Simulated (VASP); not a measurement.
Write the native input for VASP 6.6.1 that does the following.

| Property | Result |
| --- | --- |
| Task | single point |
| Functional | PBE |
| Potentials or basis | VASP PAW PBE potentials, release 64 (Ga_d, N) |
| Cutoff | 520 eV |
| k mesh | 9 × 9 × 2 |
| Occupations | gaussian, width 0.01 eV |
| Spin | no spin polarisation |
| Dipole correction | no |
| Further INCAR settings | ALGO = Normal; EDIFF = 1e-07; NBANDS = 46 |

The structure of GaN lies in POSCAR:

```
GaN
1.0
    3.1514589026      0.0000000000      0.0000000000
   -1.5757294513      2.7292434686      0.0000000000
    0.0000000000      0.0000000000     10.2811540994
Ga N
4 4
Direct
    0.0000000000      0.0000000000     -0.0003500022
    0.3333333333      0.6666666667      0.2499403971
    0.0000000000      0.0000000000      0.4996499978
    0.6666666667      0.3333333333      0.7499403971
    0.0000000000      0.0000000000      0.1876293213
    0.3333333333      0.6666666667      0.4377802838
    0.0000000000      0.0000000000      0.6876293213
    0.6666666667      0.3333333333      0.9377802838
```

This cell differs from its parent crystal: volume changed by -6%.

These files were run (other wordings do the same):

INCAR

```
SYSTEM = GaN
ALGO     = Normal         ! electronic algorithm
EDIFF    = 1E-7           ! SCF threshold, eV
ENCUT    = 520            ! plane-wave cutoff, eV
GGA      = PE             ! functional
ISIF     = 2              ! what is computed and relaxed
ISMEAR   = 0              ! smearing method
LASPH    = .TRUE.         ! aspherical terms in the spheres
LCHARG   = .FALSE.        ! write CHGCAR
LREAL    = .FALSE.        ! projectors in reciprocal space
LWAVE    = .FALSE.        ! write WAVECAR
NBANDS   = 46             ! bands
NELM     = 80             ! most SCF steps
PREC     = Accurate       ! precision mode
SIGMA    = 0.01           ! smearing width, eV
```

KPOINTS

```
k-points
0
G
  9 9 2
  0 0 0
```

Potentials or basis: VASP PAW PBE potentials, release 64 (Ga_d, N).

Command:

```sh
$ cat potpaw_PBE.64/Ga_d/POTCAR potpaw_PBE.64/N/POTCAR > POTCAR
$ mpirun -np 1 vasp_std > vasp.out
```

It gave:

```json
{
  "Pressure": "12.2 GPa",
  "Largest force": "0.012 eV/Å",
  "Band gap on the k mesh": "2.04 eV, direct"
}
```

Wall time 54 s on 1 thread of Intel(R) Xeon(R) 6975P-C (Granite Rapids), with other jobs on the host, peak memory 0.23 GiB.
